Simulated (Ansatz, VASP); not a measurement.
## One calculation of Ag, two programs

File INCAR:

```
PREC = Accurate ; ENCUT = 500
EDIFF = 1E-6 ; ISMEAR = 0
SIGMA = 0.05 ; LREAL = F
LASPH = T ; NELM = 120
ALGO = Normal ; ISIF = 2
LWAVE = F ; LCHARG = F
GGA = PE ; NBANDS = 12
GGA_COMPAT = F
```

File KPOINTS:

```
Automatic mesh
0
Gamma
  14 14 14
```

File POSCAR:

```
Ag
1.0
    0.0000000000      2.0450000000      2.0450000000
    2.0450000000      0.0000000000      2.0450000000
    2.0450000000      2.0450000000      0.0000000000
Ag
1
Direct
    0.0000000000      0.0000000000      0.0000000000
```

Input for Ansatz:

```yaml
crystal:
  lattice:
    - [0.0, 2.045, 2.045]
    - [2.045, 0.0, 2.045]
    - [2.045, 2.045, 0.0]
  atoms:
    - { symbol: Ag, position: [0.0, 0.0, 0.0] }
basis:
  ecutwfc: 420
  ecutrho_ratio: 4
kpoints:
  mp_grid: { grid: [14, 14, 14] }
hamiltonian:
  xc: pbe
scf:
  occupations: { method: gaussian, width: 0.05 }
output:
  forces: true
  stress: true
  eigenvalues: true
```

Alike in both runs: task single point; functional PBE; k mesh 14 × 14 × 14; occupations gaussian, width 0.05 eV; no spin polarisation.

|  | VASP | Ansatz |
| --- | --- | --- |
| version | VASP 6.6.1 | Ansatz 0.2.0 |
| potentials or method | VASP PAW PBE potentials, release 64 (Ag), cutoff 500 eV | scalar-relativistic, plane waves, PAW |
| valence electrons in the cell | 11 | 19 |

|  | VASP | Ansatz | Ansatz less VASP |
| --- | --- | --- | --- |
| gap on the k mesh at the Fermi level (eV) | none | none | - |
| pressure (GPa) | 4.1 | 4.2 | +0.12 |

A gap of «none» marks a metal or a gap that the smearing closes. VASP's potentials hold 11 valence electrons a cell and Ansatz's 19, so a difference there can come from the potentials and not from the codes.
